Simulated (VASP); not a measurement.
# CaSe (F-43m) in VASP: further runs, part 2 of 2

VASP 6.6.1. Earlier steps stand in the parts before.

### 4 Single point, r2SCAN

This run uses another cell than the first one, of 35.27 Å³/atom, 1.064 times its volume.

File POSCAR:

```
CaSe
1.0
    0.0000000000      3.2795613683      3.2795613683
    3.2795613683      0.0000000000      3.2795613683
    3.2795613683      3.2795613683      0.0000000000
Ca Se
1 1
Direct
    0.0000000000      0.0000000000      0.0000000000
    0.2500000000      0.2500000000      0.2500000000
```

File INCAR.step1:

```
SYSTEM = CaSe
PREC = Accurate ; ENCUT = 520
ISMEAR = 0 ; SIGMA = 0.01
LREAL = .False. ; LASPH = .True.
NELM = 80 ; NBANDS = 15
GGA = PE ; ALGO = Normal
EDIFF = 1E-4 ; LWAVE = .True.
LCHARG = .False.
```

File INCAR.step2:

```
SYSTEM = CaSe
PREC = Accurate ; ENCUT = 520
EDIFF = 1E-6 ; ISMEAR = 0
SIGMA = 0.01 ; LREAL = .False.
LASPH = .True. ; NELM = 80
ALGO = Normal ; ISIF = 2
LWAVE = .False. ; LCHARG = .False.
METAGGA = R2SCAN ; LMIXTAU = .True.
NBANDS = 15 ; ISTART = 1
```

File KPOINTS:

```
regular mesh
0
Gamma
  6 6 6
  0 0 0
```

Potentials or basis: VASP PAW PBE potentials, release 64 (Ca_sv, Se).

Started as:

```sh
$ cat potpaw_PBE.64/Ca_sv/POTCAR potpaw_PBE.64/Se/POTCAR > POTCAR
$ cp INCAR.step1 INCAR
$ mpirun -np 1 vasp_std > vasp.out
$ cp INCAR.step2 INCAR
$ mpirun -np 1 vasp_std > vasp.out
```

OUTCAR:

```text
SYSTEM = CaSe
   PREC = Accurate
   ENCUT = 520
   EDIFF = 1E-6
   ISMEAR = 0
   LREAL = .False.
   LASPH = .True.
   NELM = 80
   ISIF = 2
   METAGGA = R2SCAN
   ISTART = 1

 ion  position               nearest neighbor table
   1  0.000  0.000  0.000-   2 2.84   2 2.84   2 2.84   2 2.84
   2  0.250  0.250  0.250-   1 2.84   1 2.84   1 2.84   1 2.84

  LATTYP: Found a face centered cubic cell.
 ALAT       =     6.5591227366

  Lattice vectors:

 A1 = (   0.0000000000,   3.2795613683,   3.2795613683)
 A2 = (   3.2795613683,   0.0000000000,   3.2795613683)
 A3 = (   3.2795613683,   3.2795613683,   0.0000000000)

Analysis of symmetry for initial positions (statically):
=====================================================================
 Subroutine PRICEL returns:
 Original cell was already a primitive cell.

 Routine SETGRP: Setting up the symmetry group for a
 face centered cubic supercell.

 Subroutine GETGRP returns: Found 24 space group operations
 (whereof 24 operations were pure point group operations)
 out of a pool of 48 trial point group operations.

The static configuration has the point symmetry T_d .

[... 164 lines left out ...]
      4     -21.3088      2.00000
      5     -11.3044      2.00000
      6      -0.6770      2.00000
      7      -0.6770      2.00000
      8      -0.6770      2.00000
      9       3.1018      0.00000
     10       5.3611      0.00000
     11       5.3611      0.00000
     12       7.4063      0.00000
     13       7.4063      0.00000
     14       7.4063      0.00000
[... 257 lines left out ...]
      2     -21.3553      2.00000
      3     -21.3271      2.00000
      4     -21.3230      2.00000
      5     -10.9455      2.00000
      6      -1.5700      2.00000
      7      -0.9785      2.00000
      8      -0.6820      2.00000
      9       3.5087      0.00000
     10       4.9482      0.00000
     11       5.9555      0.00000
     12       6.1945      0.00000
     13       6.7290      0.00000
     14       8.3785      0.00000
     15       9.3583      0.00000

------------------------ aborting loop because EDIFF is reached ----------------------------------------

  FORCE on cell =-STRESS in cart. coord.  units (eV):
  Direction    XX          YY          ZZ          XY          YZ          ZX
  --------------------------------------------------------------------------------------
  -------------------------------------------------------------------------------------
  Total        0.0789221      0.0789221      0.0789221      0.0000000     -0.0000000     -0.0000000
  in kB        1.7923881      1.7923881      1.7923881      0.0000000     -0.0000000     -0.0000000
  external PRESSURE =       1.7923881 kB  Pullay stress =       0.0000000 kB

 VOLUME and BASIS-vectors are now :
 -----------------------------------------------------------------------------
  energy-cutoff  :      520.00
  volume of cell :       70.55
      direct lattice vectors                 reciprocal lattice vectors
     0.000000000  3.279561368  3.279561368    -0.152459413  0.152459413  0.152459413
     3.279561368  0.000000000  3.279561368     0.152459413 -0.152459413  0.152459413
     3.279561368  3.279561368  0.000000000     0.152459413  0.152459413 -0.152459413

 POSITION                                       TOTAL-FORCE (eV/Angst)
 -----------------------------------------------------------------------------------
      0.00000      0.00000      0.00000        -0.000000      0.000000      0.000000
      1.63978      1.63978      1.63978         0.000000     -0.000000     -0.000000
 -----------------------------------------------------------------------------------
    total drift:                                0.000000      0.000000      0.000000

  FREE ENERGIE OF THE ION-ELECTRON SYSTEM (eV)
  ---------------------------------------------------
  free  energy   TOTEN  =       -25.3601564911 eV

  energy  without entropy=      -25.3601564911  energy(sigma->0) =      -25.36015649
```

OSZICAR.step1:

```text
N       E                     dE             d eps       ncg     rms          rms(c)
DAV:   1     0.103418579717E+03    0.10342E+03   -0.70988E+03   480   0.932E+02
DAV:   2    -0.398222315550E+01   -0.10740E+03   -0.10152E+03   578   0.226E+02
DAV:   3    -0.907825113192E+01   -0.50960E+01   -0.50493E+01   699   0.468E+01
DAV:   4    -0.939517519305E+01   -0.31692E+00   -0.31680E+00   664   0.976E+00
DAV:   5    -0.939797060715E+01   -0.27954E-02   -0.27952E-02   698   0.111E+00    0.437E+00
DAV:   6    -0.899731854965E+01    0.40065E+00   -0.52380E-01   557   0.314E+00    0.252E+00
DAV:   7    -0.895392609578E+01    0.43392E-01   -0.22192E-01   641   0.245E+00    0.104E+00
DAV:   8    -0.896645182008E+01   -0.12526E-01   -0.28991E-02   543   0.129E+00    0.206E-01
DAV:   9    -0.896665234065E+01   -0.20052E-03   -0.23354E-03   613   0.409E-01    0.107E-01
DAV:  10    -0.896758155816E+01   -0.92922E-03   -0.82385E-04   550   0.160E-01    0.311E-02
DAV:  11    -0.896772426618E+01   -0.14271E-03   -0.24245E-04   598   0.891E-02    0.119E-02
DAV:  12    -0.896772494303E+01   -0.67685E-06   -0.11288E-05   415   0.192E-02
   1 F= -.89677249E+01 E0= -.89677249E+01  d E =-.346088E-47
```

Wall time 1.7 min (1 thread of AMD EPYC 7R43 (Zen 3), shared host); peak memory 0.18 GiB.

What came out:

| Item | Value |
| --- | --- |
| Free energy | -25.3602 eV |
| Pressure | 0.2 GPa |
| Band gap on the k mesh | 3.69 eV, indirect (least direct gap 3.78 eV) |

Caveat: the PAW data sets were made with another functional, which shifts forces and pressure a little. A k mesh can miss the band edges.

### 5 Single point, r2SCAN (volume changed by +3%)

File POSCAR:

```
CaSe
1.0
    0.0000000000      3.3120343848      3.3120343848
    3.3120343848      0.0000000000      3.3120343848
    3.3120343848      3.3120343848      0.0000000000
Ca Se
1 1
Direct
    0.0000000000      0.0000000000      0.0000000000
    0.2500000000      0.2500000000      0.2500000000
```

File INCAR.step1:

```
PREC = Accurate ; ENCUT = 520
ISMEAR = 0 ; SIGMA = 0.01
LREAL = F ; LASPH = T
NELM = 60 ; NBANDS = 15
GGA = PE ; ALGO = Normal
EDIFF = 1E-4 ; LWAVE = T
LCHARG = F
```

File INCAR.step2:

```
PREC = Accurate ; ENCUT = 520
EDIFF = 1E-6 ; ISMEAR = 0
SIGMA = 0.01 ; LREAL = F
LASPH = T ; NELM = 60
ALGO = Normal ; ISIF = 2
LWAVE = F ; LCHARG = F
METAGGA = R2SCAN ; LMIXTAU = T
NBANDS = 15 ; ISTART = 1
```

File KPOINTS:

```
Automatic mesh
0
Gamma
  6 6 6
```

Started as:

```sh
$ cat potpaw_PBE.64/Ca_sv/POTCAR potpaw_PBE.64/Se/POTCAR > POTCAR
$ cp INCAR.step1 INCAR
$ mpirun -np 1 vasp_std > vasp.out
$ cp INCAR.step2 INCAR
$ mpirun -np 1 vasp_std > vasp.out
```

Run time: 1.8 min. Hardware: 1 thread of AMD EPYC 7R43 (Zen 3), shared host; peak memory 0.18 GiB.

Results (log left out):

```yaml
Free_energy: -25.3561 eV
Pressure: -0.8 GPa
Band_gap_on_the_k_mesh: 3.59 eV, indirect (least direct gap 3.67 eV)
```

Levels at points of the mesh, in eV from the valence-band top:
```
           k point  band 4  band 5  band 6  band 7  band 8  band 9  band 10  band 11  band 12  band 13
(0.00, 0.00, 0.00)  -20.85  -10.68   -0.08   -0.08   -0.08    3.59     5.88     5.88     7.83     7.83
(0.50, 0.00, 0.00)  -20.85  -10.43   -1.19   -0.01   -0.01    5.54     5.99     5.99     6.27     6.82
(0.50, 0.50, 0.00)  -20.86  -10.35   -1.20   -0.05   -0.05    3.89     5.49     6.60     6.60     6.67
```

Caveat: the cell differs from its parent crystal (volume changed by +3%); the PAW data sets were made with another functional, which shifts forces and pressure a little. A k mesh can miss the band edges.

### 6 Single point, r2SCAN (volume changed by +6%)

File POSCAR:

```
CaSe
1.0
    0.0000000000      3.3438828231      3.3438828231
    3.3438828231      0.0000000000      3.3438828231
    3.3438828231      3.3438828231      0.0000000000
Ca Se
1 1
Direct
    0.0000000000      0.0000000000      0.0000000000
    0.2500000000      0.2500000000      0.2500000000
```

File INCAR.step1:

```
SYSTEM = CaSe
  ALGO = Normal
  EDIFF = 1E-4
  ENCUT = 520
  GGA = PE
  ISMEAR = 0
  LASPH = .True.
  LCHARG = .False.
  LREAL = .False.
  LWAVE = .True.
  NBANDS = 15
  NELM = 100
  PREC = Accurate
  SIGMA = 0.01
```

File INCAR.step2:

```
SYSTEM = CaSe
  ALGO = Normal
  EDIFF = 1E-6
  ENCUT = 520
  ISIF = 2
  ISMEAR = 0
  ISTART = 1
  LASPH = .True.
  LCHARG = .True.
  LELF = .True.
  LMIXTAU = .True.
  LREAL = .False.
  LVHAR = .True.
  LWAVE = .False.
  METAGGA = R2SCAN
  NBANDS = 15
  NELM = 100
  PREC = Accurate
  SIGMA = 0.01
```

File KPOINTS:

```
k-points
0
Gamma
  6 6 6
  0 0 0
```

Potentials or basis: VASP PAW PBE potentials, release 64 (Ca_sv, Se).

Started as:

```sh
$ cat potpaw_PBE.64/Ca_sv/POTCAR potpaw_PBE.64/Se/POTCAR > POTCAR
$ cp INCAR.step1 INCAR
$ mpirun -np 1 vasp_std > vasp.out
$ cp INCAR.step2 INCAR
$ mpirun -np 1 vasp_std > vasp.out
```

OUTCAR:

```text
SYSTEM = CaSe
   EDIFF = 1E-6
   ENCUT = 520
   ISIF = 2
   ISMEAR = 0
   ISTART = 1
   LASPH = .True.
   LREAL = .False.
   METAGGA = R2SCAN
   NELM = 100
   PREC = Accurate

 ion  position               nearest neighbor table
   1  0.000  0.000  0.000-   2 2.90   2 2.90   2 2.90   2 2.90
   2  0.250  0.250  0.250-   1 2.90   1 2.90   1 2.90   1 2.90

  LATTYP: Found a face centered cubic cell.
 ALAT       =     6.6877656462

  Lattice vectors:

 A1 = (   0.0000000000,   3.3438828231,   3.3438828231)
 A2 = (   3.3438828231,   0.0000000000,   3.3438828231)
 A3 = (   3.3438828231,   3.3438828231,   0.0000000000)

Analysis of symmetry for initial positions (statically):
=====================================================================
 Subroutine PRICEL returns:
 Original cell was already a primitive cell.

 Routine SETGRP: Setting up the symmetry group for a
 face centered cubic supercell.

 Subroutine GETGRP returns: Found 24 space group operations
 (whereof 24 operations were pure point group operations)
 out of a pool of 48 trial point group operations.

The static configuration has the point symmetry T_d .

[... 163 lines left out ...]
      4     -21.7702      2.00000
      5     -11.4535      2.00000
      6      -0.8723      2.00000
      7      -0.8723      2.00000
      8      -0.8723      2.00000
      9       2.6971      0.00000
     10       5.0004      0.00000
     11       5.0004      0.00000
     12       6.8729      0.00000
     13       6.8729      0.00000
     14       6.8729      0.00000
[... 257 lines left out ...]
      2     -21.8044      2.00000
      3     -21.7840      2.00000
      4     -21.7808      2.00000
      5     -11.1505      2.00000
      6      -1.7254      2.00000
      7      -1.1815      2.00000
      8      -0.9096      2.00000
      9       3.2664      0.00000
     10       4.6024      0.00000
     11       5.5353      0.00000
     12       5.7651      0.00000
     13       6.2413      0.00000
     14       7.7597      0.00000
     15       8.6664      0.00000

------------------------ aborting loop because EDIFF is reached ----------------------------------------

  FORCE on cell =-STRESS in cart. coord.  units (eV):
  Direction    XX          YY          ZZ          XY          YZ          ZX
  --------------------------------------------------------------------------------------
  -------------------------------------------------------------------------------------
  Total       -0.7851256     -0.7851256     -0.7851256      0.0000000      0.0000000     -0.0000000
  in kB      -16.8215723    -16.8215723    -16.8215723      0.0000000      0.0000000     -0.0000000
  external PRESSURE =     -16.8215723 kB  Pullay stress =       0.0000000 kB

 VOLUME and BASIS-vectors are now :
 -----------------------------------------------------------------------------
  energy-cutoff  :      520.00
  volume of cell :       74.78
      direct lattice vectors                 reciprocal lattice vectors
     0.000000000  3.343882823  3.343882823    -0.149526771  0.149526771  0.149526771
     3.343882823  0.000000000  3.343882823     0.149526771 -0.149526771  0.149526771
     3.343882823  3.343882823  0.000000000     0.149526771  0.149526771 -0.149526771

 POSITION                                       TOTAL-FORCE (eV/Angst)
 -----------------------------------------------------------------------------------
      0.00000      0.00000      0.00000         0.000000      0.000000      0.000000
      1.67194      1.67194      1.67194        -0.000000     -0.000000     -0.000000
 -----------------------------------------------------------------------------------
    total drift:                                0.000000      0.000000      0.000000

  FREE ENERGIE OF THE ION-ELECTRON SYSTEM (eV)
  ---------------------------------------------------
  free  energy   TOTEN  =       -25.3397658664 eV

  energy  without entropy=      -25.3397658664  energy(sigma->0) =      -25.33976587
```

OUTCAR.step1:

```text
SYSTEM = CaSe
   EDIFF = 1E-4
   ENCUT = 520
   GGA = PE
   ISMEAR = 0
   LASPH = .True.
   LREAL = .False.
[... 497 lines left out ...]
      0.00000      0.00000      0.00000        -0.000000     -0.000000      0.000000
      1.67194      1.67194      1.67194         0.000000      0.000000     -0.000000
 -----------------------------------------------------------------------------------
    total drift:                                0.000000      0.000000      0.000000

  FREE ENERGIE OF THE ION-ELECTRON SYSTEM (eV)
  ---------------------------------------------------
  free  energy   TOTEN  =        -8.9579514112 eV

  energy  without entropy=       -8.9579514112  energy(sigma->0) =       -8.95795141
```

OSZICAR.step1:

```text
N       E                     dE             d eps       ncg     rms          rms(c)
DAV:   1     0.108616222681E+03    0.10862E+03   -0.69956E+03   480   0.925E+02
DAV:   2    -0.349099576302E+01   -0.11211E+03   -0.10599E+03   592   0.229E+02
DAV:   3    -0.898504240615E+01   -0.54940E+01   -0.54396E+01   683   0.479E+01
DAV:   4    -0.939053982604E+01   -0.40550E+00   -0.40535E+00   679   0.103E+01
DAV:   5    -0.939319871457E+01   -0.26589E-02   -0.26588E-02   662   0.107E+00    0.442E+00
DAV:   6    -0.898074425906E+01    0.41245E+00   -0.56597E-01   543   0.319E+00    0.251E+00
DAV:   7    -0.894278038127E+01    0.37964E-01   -0.22283E-01   641   0.239E+00    0.104E+00
DAV:   8    -0.895658364774E+01   -0.13803E-01   -0.31487E-02   536   0.131E+00    0.222E-01
DAV:   9    -0.895667268858E+01   -0.89041E-04   -0.26593E-03   634   0.406E-01    0.118E-01
DAV:  10    -0.895778411270E+01   -0.11114E-02   -0.98951E-04   515   0.171E-01    0.258E-02
DAV:  11    -0.895794707633E+01   -0.16296E-03   -0.26933E-04   606   0.916E-02    0.114E-02
DAV:  12    -0.895795141125E+01   -0.43349E-05   -0.11738E-05   415   0.189E-02
   1 F= -.89579514E+01 E0= -.89579514E+01  d E =-.826683E-33
```

Wall time 96 s (1 thread of AMD EPYC 7R43 (Zen 3), shared host); peak memory 0.18 GiB.

Results:

- Free energy: -25.3398 eV
- Pressure: -1.7 GPa
- Band gap on the k mesh: 3.50 eV, indirect (least direct gap 3.57 eV)

Levels at points of the mesh, in eV from the valence-band top:
| k point | band 5 | band 6 | band 7 | band 8 | band 9 | band 10 | band 11 | band 12 |
| --- | --- | --- | --- | --- | --- | --- | --- | --- |
| (0.00, 0.00, 0.00) | -10.65 | -0.07 | -0.07 | -0.07 | 3.50 | 5.80 | 5.80 | 7.67 |
| (0.50, 0.00, 0.00) | -10.42 | -1.16 | -0.01 | -0.01 | 5.46 | 5.91 | 5.91 | 6.15 |
| (0.50, 0.50, 0.00) | -10.35 | -1.16 | -0.06 | -0.06 | 3.88 | 5.41 | 6.49 | 6.49 |

Caveat: the cell differs from its parent crystal (volume changed by +6%); the PAW data sets were made with another functional, which shifts forces and pressure a little. A k mesh can miss the band edges.

### 7 Summary

```csv
cell,gap on the mesh (eV),pressure (GPa)
"a = 4.543 Å, angles 60.0°, 2 atoms",3.90,2.7
"a = 4.591 Å, angles 60.0°, 2 atoms",3.79,1.3
"a = 4.638 Å, angles 60.0°, 2 atoms",3.69,0.2
"a = 4.684 Å, angles 60.0°, 2 atoms",3.59,-0.8
"a = 4.729 Å, angles 60.0°, 2 atoms",3.50,-1.7
```

Alike in all rows: task single point; level r2SCAN; potentials or basis VASP PAW PBE potentials, release 64 (Ca_sv, Se); no spin polarisation; k mesh 6 × 6 × 6; cutoff (eV) 520; smearing gaussian 0.01 eV.

Caveats: the PAW data sets were made with another functional, which shifts forces and pressure a little.

Total energies depend on the potentials used, so only differences within one code and one set of settings carry meaning.
